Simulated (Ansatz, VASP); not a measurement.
## One calculation of Au, two programs

```xyz
3
Lattice="2.9401 0.0000 0.0000 0.0000 2.9401 0.0000 0.0000 0.0000 20.1579" Properties=species:S:1:pos:R:3 pbc="T T T"
Au    0.0000    0.0000    8.0309
Au    1.4700    1.4700   10.0790
Au    0.0000    0.0000   12.1270
```

Alike in both runs: functional PBE; k mesh 12 × 12 × 1; occupations fermi-dirac, width 0.05 eV; no spin polarisation.

Ansatz relaxed the structure, and its values are those at the end. VASP's run is a single point on that final structure, the one shown.

|  | VASP | Ansatz |
| --- | --- | --- |
| version | VASP 6.6.1 | Ansatz 0.2.0 |
| potentials or method | VASP PAW PBE potentials, release 64 (Au), cutoff 520 eV | all-electron LAPW, scalar-relativistic |

VASP gave:

```
rms of the force components (eV/Å) : 0.004
```

Q: What did Ansatz give for the same quantities?

A: rms of the force components (eV/Å): 0.001.

Ansatz ran all-electron here, and VASP with PAW potentials.

Spin-orbit coupling is off throughout.
